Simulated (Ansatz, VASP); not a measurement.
# Two plane-wave programs on Sr

```
CELL_PARAMETERS angstrom
4.10245 0.00000 0.00000
-2.05123 3.55283 0.00000
0.00000 0.00000 6.71543
ATOMIC_POSITIONS crystal
Sr 0.16270 0.66667 0.25000
Sr 0.83730 0.33333 0.75000
```

Change from the starting cell: mode 4 frozen in at -0.700 Å, normal strain along x +0.0000.

Alike in both runs: task single point; functional LDA; k mesh 12 × 12 × 8; occupations gaussian, width 0.15 eV; no spin polarisation.

|  | VASP | Ansatz |
| --- | --- | --- |
| version | VASP 6.6.1 | Ansatz 0.2.0 |
| potentials or method | VASP PAW LDA potentials, release 64 (Sr_sv), cutoff 520 eV | scalar-relativistic, plane waves, PAW |
| valence electrons in the cell | 20 | 20 |

Ansatz gave:

- gap on the k mesh at the Fermi level (eV): none
- pressure (GPa): 0.0
- traceless stress, the component that is largest in VASP (GPa): 1.87
- rms of the force components (eV/Å): 0.244

Q: What did VASP give for the same quantities?

A: gap on the k mesh at the Fermi level (eV): none; pressure (GPa): 0.0; traceless stress, the component that is largest in VASP (GPa): 1.88; rms of the force components (eV/Å): 0.244.

LDA's correlation is that of Perdew and Zunger in VASP and of Perdew and Wang (1992) in Ansatz. Atom by atom the forces differ by 0.000 eV/Å (rms over components). A gap of «none» marks a metal or a gap that the smearing closes.
